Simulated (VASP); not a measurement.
Wanted: the native input for a VASP 6.6.1 run.

* Task: single point
* Functional: PBE
* Dispersion: D3(BJ)
* Potentials or basis: VASP PAW PBE potentials, release 64 (Rh_pv, H)
* Cutoff: 520 eV
* k mesh: 5 × 7 × 1
* Occupations: gaussian, width 0.1 eV
* Spin: no spin polarisation
* Dipole correction: yes
* Further INCAR settings: ALGO = Normal; EDIFF = 1e-07; NBANDS = 70

The structure of HRh8 lies in POSCAR:

```
HRh8
1.0
    5.3650160441      0.0000000000      0.0000000000
    0.0000000000      3.7936392259      0.0000000000
    0.0000000000      0.0000000000     21.2400770646
Rh H
8 1
Direct
    0.2500000000      0.5000000000      0.1883232338
    0.7500000000      0.5000000000      0.1883232338
    0.0000000000      0.0000000000      0.2514705570
    0.5000000000      0.0000000000      0.2514705570
    0.2500000000      0.5000000000      0.3153506346
    0.7500000000      0.5000000000      0.3153506346
    0.0000000000      0.0000000000      0.3738252475
    0.5000000000      0.0000000000      0.3738252475
    0.0000000000      0.3750000000      0.5291919154
```

These files were run (other wordings do the same):

INCAR

```
SYSTEM = HRh8
PREC     = Accurate       ! precision mode
ENCUT    = 520            ! plane-wave cutoff, eV
EDIFF    = 1E-7           ! SCF threshold, eV
ISMEAR   = 0              ! smearing method
SIGMA    = 0.1            ! smearing width, eV
LREAL    = .False.        ! projectors in reciprocal space
LASPH    = .True.         ! aspherical terms in the spheres
NELM     = 80             ! most SCF steps
ALGO     = Normal         ! electronic algorithm
ISIF     = 2              ! what is computed and relaxed
LWAVE    = .False.        ! write WAVECAR
LCHARG   = .True.         ! write CHGCAR
LDIPOL   = .True.       
IDIPOL   = 3            
DIPOL    = 0.5 0.5 0.310
GGA      = PE             ! functional
IVDW     = 12             ! dispersion correction
LELF     = .True.         ! ELF
LVHAR    = .True.       
LVACPOTAV= .True.       
NBANDS   = 70             ! bands
```

KPOINTS

```
regular mesh
0
Gamma
  5 7 1
  0 0 0
```

Potentials or basis: VASP PAW PBE potentials, release 64 (Rh_pv, H).

The run is started by

```console
$ cat potpaw_PBE.64/Rh_pv/POTCAR potpaw_PBE.64/H/POTCAR > POTCAR
$ mpirun -np 1 vasp_std > vasp.out
```

It gave:

```json
{"Largest force": "0.623 eV/Å", "Dispersion energy per atom": "-0.344 eV"}
```

It took 9.9 min on 1 thread of Intel(R) Xeon(R) Platinum 8559C (Emerald Rapids) (shared host), peak memory 0.54 GiB.
